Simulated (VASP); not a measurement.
# Al (Pnma) in VASP: a series of runs, part 3 of 3

VASP 6.6.1. Earlier steps stand in the parts before.

### Step 4. Relaxation of cell and atoms, PBE

INCAR

```
SYSTEM = Al
PREC = Accurate
ENCUT = 600
EDIFF = 1E-7
ISMEAR = 0
SIGMA = 0.1
LREAL = .False.
LASPH = .True.
NELM = 80
ALGO = Fast
ISIF = 3
LWAVE = .False.
LCHARG = .False.
GGA = PE
IBRION = 2
NSW = 90
EDIFFG = -0.04
```

KPOINTS

```
regular mesh
0
Gamma
  4 6 4
  0 0 0
```

POSCAR

```
Al
1.0
    6.3928638600      0.0000000000      0.0000000000
    0.0000000000      3.2102065700      0.0000000000
    0.0000000000      0.0000000000      6.4547466000
Al
8
Direct
    0.0298580000      0.2500000000      0.6612780000
    0.5298580000      0.2500000000      0.8387220000
    0.9701420000      0.7500000000      0.3387220000
    0.4701420000      0.7500000000      0.1612780000
    0.1536680000      0.2500000000      0.0676460300
    0.6536680000      0.2500000000      0.4323539700
    0.8463320000      0.7500000000      0.9323539700
    0.3463320000      0.7500000000      0.5676460300
```

Potentials or basis: VASP PAW PBE potentials, release 64 (Al).

Command:

```
> cat potpaw_PBE.64/Al/POTCAR > POTCAR
> mpirun -np 1 vasp_std > vasp.out
```

OUTCAR:

```text
SYSTEM = Al
   PREC = Accurate
   ENCUT = 600
   EDIFF = 1E-7
   ISMEAR = 0
   LREAL = .False.
   LASPH = .True.
   NELM = 80
   ISIF = 3
   GGA = PE
   IBRION = 2
   NSW = 90
   EDIFFG = -0.04

 ion  position               nearest neighbor table
   1  0.030  0.250  0.661-   7 2.65   7 2.65   8 2.65   8 2.65   3 2.66   3 2.66   5 2.74   6 2.82

   2  0.530  0.250  0.839-   8 2.65   8 2.65   7 2.65   7 2.65   4 2.66   4 2.66   6 2.74   5 2.82

   3  0.970  0.750  0.339-   5 2.65   5 2.65   6 2.65   6 2.65   1 2.66   1 2.66   7 2.74   8 2.82
[... 7 lines left out ...]
   7  0.846  0.750  0.932-   1 2.65   1 2.65   2 2.65   2 2.65   5 2.68   5 2.68   3 2.74   4 2.82

   8  0.346  0.750  0.568-   2 2.65   2 2.65   1 2.65   1 2.65   6 2.68   6 2.68   4 2.74   3 2.82

  LATTYP: Found a simple orthorhombic cell.
 ALAT       =     3.2102065700
 B/A-ratio  =     1.9914182220
 C/A-ratio  =     2.0106950937

  Lattice vectors:

 A1 = (   0.0000000000,  -3.2102065700,   0.0000000000)
 A2 = (   6.3928638600,   0.0000000000,   0.0000000000)
 A3 = (   0.0000000000,   0.0000000000,   6.4547466000)

Analysis of symmetry for initial positions (statically):
=====================================================================
 Subroutine PRICEL returns:
 Original cell was already a primitive cell.

 Routine SETGRP: Setting up the symmetry group for a
 simple orthorhombic supercell.

 Subroutine GETGRP returns: Found  8 space group operations
 (whereof  2 operations were pure point group operations)
 out of a pool of  8 trial point group operations.

The static configuration has the point symmetry S_2 .
 The point group associated with its full space group is D_2h.

Analysis of symmetry for dynamics (positions and initial velocities):
=====================================================================
 Subroutine PRICEL returns:
 Original cell was already a primitive cell.

 Routine SETGRP: Setting up the symmetry group for a
 simple orthorhombic supercell.

 Subroutine GETGRP returns: Found  8 space group operations
 (whereof  2 operations were pure point group operations)
 out of a pool of  8 trial point group operations.

The dynamic configuration has the point symmetry S_2 .
 The point group associated with its full space group is D_2h.

 Subroutine INISYM returns: Found  8 space group operations
 (whereof  2 operations are pure point group operations),
 and found     1 'primitive' translations

----------------------------------------------------------------------------------------

                                     Primitive cell

  volume of cell :     132.4670

  direct lattice vectors                    reciprocal lattice vectors
     6.392863860  0.000000000  0.000000000     0.156424417  0.000000000  0.000000000
     0.000000000  3.210206570  0.000000000     0.000000000  0.311506434  0.000000000
     0.000000000  0.000000000  6.454746600     0.000000000  0.000000000  0.154924749

  length of vectors
     6.392863860  3.210206570  6.454746600     0.156424417  0.311506434  0.154924749

  position of ions in fractional coordinates (direct lattice)
     0.029858000  0.250000000  0.661278000
     0.529858000  0.250000000  0.838722000
     0.970142000  0.750000000  0.338722000
     0.470142000  0.750000000  0.161278000
     0.153668000  0.250000000  0.067646030
     0.653668000  0.250000000  0.432353970
     0.846332000  0.750000000  0.932353970
     0.346332000  0.750000000  0.567646030

  ion indices of the primitive-cell ions
   primitive index   ion index
                 1           1
[... 35 lines left out ...]
            Coordinates               Weight
  0.000000  0.000000  0.000000      1.000000
  0.250000  0.000000  0.000000      2.000000
  0.500000  0.000000  0.000000      1.000000
  0.000000  0.166667  0.000000      2.000000
  0.250000  0.166667  0.000000      4.000000
  0.500000  0.166667  0.000000      2.000000
[... 16 lines left out ...]
  0.250000  0.500000  0.250000      4.000000
  0.500000  0.500000  0.250000      2.000000
 [... further k-points ...]
   k-points           NKPTS =     36   k-points in BZ     NKDIM =     36   number of bands    NBANDS=     17
   number of dos      NEDOS =    301   number of ions     NIONS =      8
   total plane-waves  NPLWV =  81648
   dimension x,y,z NGX =    54 NGY =   28 NGZ =   54
   dimension x,y,z NGXF=   108 NGYF=   56 NGZF=  108
   ions per type =               8
   NGX,Y,Z   is equivalent  to a cutoff of  14.04, 14.50, 13.91 a.u.
   NGXF,Y,Z  is equivalent  to a cutoff of  28.09, 29.00, 27.82 a.u.
 SYSTEM =  Al
   PREC   = accura    normal or accurate (medium, high low for compatibility)
   ISTART =      0    job   : 0-new  1-cont  2-samecut
   ICHARG =      2    charge: 1-file 2-atom 10-const
   ISPIN  =      1    spin polarized calculation?
   LNONCOLLINEAR =      F non collinear calculations
   LSORBIT =      F    spin-orbit coupling
   LASPH  =      T    aspherical Exc in radial PAW
   ENCUT  =  600.0 eV  44.10 Ry    6.64 a.u.  12.77  6.41 12.89*2*pi/ulx,y,z
   NELM   =     80;   NELMIN=  2; NELMDL= -5     # of ELM steps
   EDIFF  = 0.1E-06   stopping-criterion for ELM
   LREAL  =      F    real-space projection
   EDIFFG = -.4E-01   stopping-criterion for IOM
   NSW    =     90    number of steps for IOM
   IBRION =      2    ionic relax: 0-MD 1-quasi-New 2-CG
   NFREE  =      1    steps in history (QN), initial steepest desc. (CG)
   ISIF   =      3    stress and relaxation
   ISYM   =      2    0-nonsym 1-usesym 2-fastsym
   POTIM  = 0.5000    time-step for ionic-motion
   TEBEG  =    0.0;   TEEND  =   0.0 temperature during run
   PSTRESS=    0.0 pullay stress
   NELECT =      24.0000    total number of electrons
   NUPDOWN=      -1.0000    fix difference up-down
   EMIN   =  10.00;   EMAX   =-10.00  energy-range for DOS
   EFERMI =   0.00;   METHOD = LEGACY
   ISMEAR =     0;   SIGMA  =   0.10  broadening in eV -4-tet -1-fermi 0-gaus
   EFERMI_NEDOS =   21; number of points for ismear=-14 and -15
   IALGO  =     68    algorithm
   IMIX   =      4    mixing-type and parameters
     AMIX     =   0.40;   BMIX     =  1.00
     AMIX_MAG =   1.60;   BMIX_MAG =  1.00
  volume/ion in A,a.u.               =      16.56       111.74
  Fermi-wavevector in a.u.,A,eV,Ry     =   0.926352  1.750551 11.675540  0.858128
  Thomas-Fermi vector in A             =   2.052305
   LORBIT       =      0    0 simple, 1 ext, 2 COOP (PROOUT), +10 PAW based schemes
   GGA     = PE    functional components
   LHFCALC =     F    Hartree Fock is set to
   AEXX    =    0.0000 exact exchange contribution
   IVDW    =     0    specifies the selected vdW correction
   LEPSILON=     F    determine dielectric tensor
   LRPA    =     F    only Hartree local field effects (RPA)
 conjugate gradient relaxation of ions
 non-spin polarized calculation
 RMM-DIIS sequential band-by-band and
 Gauss-broadening in eV      SIGMA  =   0.10
  energy-cutoff  :      600.00
  volume of cell :      132.47
 maximum number of plane-waves:      4450
 NGX is ok and might be reduce to    54
   NGX = 25   NGY = 13   NGZ = 25

--------------------------------------- Ionic step        1  -------------------------------------------

 number of electron      24.0000000 magnetization

 Free energy of the ion-electron system (eV)
  ---------------------------------------------------
  ext. energy  EPLUGINS =         0.00000000
  ---------------------------------------------------
  free energy    TOTEN  =       -28.02662012 eV

  energy without entropy =      -28.00657410  energy(sigma->0) =      -28.01659711

 E-fermi :   7.8954     XC(G=0): -10.1324

 val. band max:        7.8866008471   @ k =   0.2500   0.3333   0.5000
 cond. band min:       7.9194082240   @ k =   0.0000   0.5000   0.0000
 fundamental gap:      0.0328073769
 Fermi energy:         7.8954447428

 k-point     1 :       0.0000    0.0000    0.0000
  band No.  band energies     occupation
      1      -3.2616      2.00000
      2      -0.1595      2.00000
      3      -0.0296      2.00000
      4       0.3879      2.00000
      5       0.7880      2.00000
      6       2.9501      2.00000
[... 590 lines left out ...]
  FREE ENERGIE OF THE ION-ELECTRON SYSTEM (eV)
  ---------------------------------------------------
  free  energy   TOTEN  =       -28.4726471638 eV

  energy  without entropy=      -28.4559086666  energy(sigma->0) =      -28.46427792

[... ionic steps 4 to 42 ...]

--------------------------------------- Ionic step       43  -------------------------------------------

 number of electron      24.0000000 magnetization

------------------------ aborting loop because EDIFF is reached ----------------------------------------
[... 79 lines left out ...]
--------------------------------------- Ionic step       45  -------------------------------------------

 number of electron      24.0000000 magnetization

 Free energy of the ion-electron system (eV)
  ---------------------------------------------------
  ext. energy  EPLUGINS =         0.00000000
  ---------------------------------------------------
  free energy    TOTEN  =       -29.26290895 eV

  energy without entropy =      -29.25524639  energy(sigma->0) =      -29.25907767

 E-fermi :   6.9706     XC(G=0):  -9.8714

 val. band max:        6.9054116406   @ k =   0.0000   0.0000   0.2500
 cond. band min:       6.9861759954   @ k =   0.2500   0.3333   0.0000
 fundamental gap:      0.0807643549
 Fermi energy:         6.9706320059

 k-point     1 :       0.0000    0.0000    0.0000
  band No.  band energies     occupation
      1      -3.5049      2.00000
      2      -1.3737      2.00000
      3      -1.0058      2.00000
      4       0.0294      2.00000
      5       0.3773      2.00000
      6       2.1793      2.00000
[... 506 lines left out ...]
  FREE ENERGIE OF THE ION-ELECTRON SYSTEM (eV)
  ---------------------------------------------------
  free  energy   TOTEN  =       -29.2629089491 eV

  energy  without entropy=      -29.2552463942  energy(sigma->0) =      -29.25907767

 reached required accuracy - stopping structural energy minimisation
```

Run time: 41 min. Hardware: 1 thread of Intel Xeon Platinum 8488C (Sapphire Rapids), shared host; peak memory 0.33 GiB.

Results:

| Property | Result |
| --- | --- |
| Free energy | -29.2629 eV |
| Relaxed volume | 17.87 Å³/atom |
| Relaxed cell | a = 6.315 Å, b = 2.890 Å, c = 7.832 Å, α = 90.00°, β = 90.00°, γ = 90.00° |
| Space group after relaxing (to 0.1 Å) | Pnma (No. 62) |
| Energy gained by relaxing | 154.5 meV/atom |
| Ionic steps | 45 |
| Pressure after relaxing | 0.0 GPa |
| Largest force after relaxing | 0.036 eV/Å |
| Band gap on the k mesh | zero (bands 12 and 13 overlap by 2.68 eV) |

Forces in eV/Å, atoms in the order of the input:
```
Al   0.027  0.000  0.024
Al   0.027  0.000 -0.024
Al  -0.027  0.000 -0.024
Al  -0.027  0.000  0.024
Al  -0.011  0.000 -0.028
Al  -0.011  0.000  0.028
Al   0.011  0.000  0.028
Al   0.011  0.000 -0.028
```

Step by step:
```tsv
step	energy change (eV)	largest force (eV/Å)	pressure (GPa)	volume (Å³)
1	0.0000	0.4744	8.67	132.47
3	-0.4460	0.3515	-0.72	148.52
5	-0.6685	0.3912	-0.13	147.13
7	-0.7719	0.3126	0.32	145.40
9	-0.8645	0.2035	-1.36	147.29
11	-0.8792	0.3450	-1.56	147.73
13	-0.9086	0.5399	-1.84	148.34
15	-0.9292	0.5462	-1.74	147.98
17	-1.0218	0.3670	-0.90	145.48
19	-1.0878	0.2130	0.97	140.99
21	-1.1231	0.1134	-0.35	143.26
23	-1.1282	0.0880	-0.28	143.04
25	-1.1321	0.0537	0.28	141.80
27	-1.1458	0.1075	-0.06	142.51
29	-1.1482	0.1401	-0.14	142.76
31	-1.1539	0.1871	-0.17	142.92
33	-1.1547	0.2003	-0.17	142.98
35	-1.1686	0.1949	-0.01	142.69
37	-1.1823	0.2011	0.88	141.32
39	-1.1982	0.1718	0.23	142.38
41	-1.2205	0.0899	-0.34	143.51
43	-1.2324	0.0720	0.04	142.86
45	-1.2363	0.0361	0.00	142.94
```

Final structure:
```
CELL_PARAMETERS angstrom
6.31486 0.00000 0.00000
0.00000 2.88997 0.00000
0.00000 0.00000 7.83248
ATOMIC_POSITIONS crystal
Al 0.99686 0.25000 0.69806
Al 0.49685 0.25000 0.80194
Al 0.00314 0.75000 0.30194
Al 0.50314 0.75000 0.19806
Al 0.18200 0.25000 0.03550
Al 0.68200 0.25000 0.46450
Al 0.81800 0.75000 0.96450
Al 0.31800 0.75000 0.53550
```

Levels at points of the mesh, in eV from the Fermi level:
```csv
k point,band 8,band 9,band 10,band 11,band 12,band 13,band 14,band 15,band 16,band 17
"(0.00, 0.00, 0.00)",-4.32,-3.93,-1.34,-0.77,1.61,2.14,2.31,3.19,3.65,4.23
"(0.50, 0.00, 0.00)",-2.52,-0.63,-0.63,-0.09,-0.09,0.07,0.07,0.49,0.49,6.60
"(0.00, 0.50, 0.00)",-2.80,-2.34,-2.34,-0.85,-0.85,-0.40,-0.40,0.12,0.12,0.41
"(0.50, 0.50, 0.00)",-3.27,-2.52,-2.52,-2.52,-2.52,1.61,1.61,1.61,1.61,3.35
"(0.00, 0.00, 0.50)",-4.85,-1.93,-1.93,-1.26,-1.26,3.69,3.69,4.11,4.11,4.79
"(0.50, 0.00, 0.50)",-4.23,-2.12,-2.12,-1.23,-1.23,2.68,2.68,2.75,2.75,4.65
"(0.00, 0.50, 0.50)",-2.31,-1.86,-1.86,-1.53,-1.53,-1.07,-1.07,-0.20,-0.20,1.84
"(0.50, 0.50, 0.50)",-4.38,-0.56,-0.56,-0.56,-0.56,0.37,0.37,0.37,0.37,2.06
```

Caveat: a cell axis changed by over 15 % at a fixed basis, so the end point is rough.

### Step 5. The runs side by side

```csv
task,cell,cutoff (eV),gap on the mesh (eV),pressure (GPa),largest force (eV/Å)
single point,"a = 6.393, b = 3.210, c = 6.455 Å, 8 atoms, atomic positions A",520,none,8.7,0.47
single point,"a = 6.301, b = 2.890, c = 7.841 Å, 8 atoms, atomic positions B",520,none,0.1,0.01
relaxation of cell and atoms,"relaxed from a = 6.393, b = 3.210, c = 6.455 Å, 8 atoms, atomic positions A",600,none,0.0,0.04
```

Alike in all rows: level PBE; potentials or basis VASP PAW PBE potentials, release 64 (Al); no spin polarisation; k mesh 4 × 6 × 4; smearing gaussian 0.1 eV.

Caveats: some runs use coarse meshes; the cell stands under pressure (at least some runs); a cell axis changed by over 15 % at a fixed basis, so the end point is rough (at least some runs).

Absolute energies hang on the potentials; compare differences alone.
